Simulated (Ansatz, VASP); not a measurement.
Two plane-wave programs on Ta3Ru

```
CELL_PARAMETERS angstrom
0.00000 3.17211 3.17211
3.17211 0.00000 3.17211
3.17211 3.17211 0.00000
ATOMIC_POSITIONS crystal
Ta 0.25000 0.25000 0.25000
Ta 0.75000 0.75000 0.75000
Ta 0.50000 0.50000 0.50000
Ru 0.00000 0.00000 0.00000
```

Alike in both runs: functional LDA; k mesh 12 × 12 × 12; occupations gaussian, width 0.1 eV; no spin polarisation.

Ansatz relaxed the structure, and its values are those at the end. VASP's run is a single point on that final structure, the one shown.

|  | VASP | Ansatz |
| --- | --- | --- |
| version | VASP 6.6.1 | Ansatz 0.2.0 |
| potentials or method | VASP PAW LDA potentials, release 64 (Ta_sv_GW, Ru_sv), cutoff 600 eV | scalar-relativistic, plane waves, PAW |
| valence electrons in the cell | 55 | 55 |

Ansatz gave:

| Property | Result |
| --- | --- |
| gap on the k mesh at the Fermi level (eV) | none |
| pressure (GPa) | 0.0 |

Q: What did VASP give for the same quantities?

A: gap on the k mesh at the Fermi level (eV): none; pressure (GPa): 0.4.

LDA's correlation is that of Perdew and Zunger in VASP and of Perdew and Wang (1992) in Ansatz. A gap of «none» marks a metal or a gap that the smearing closes.

Spin-orbit coupling is off throughout.
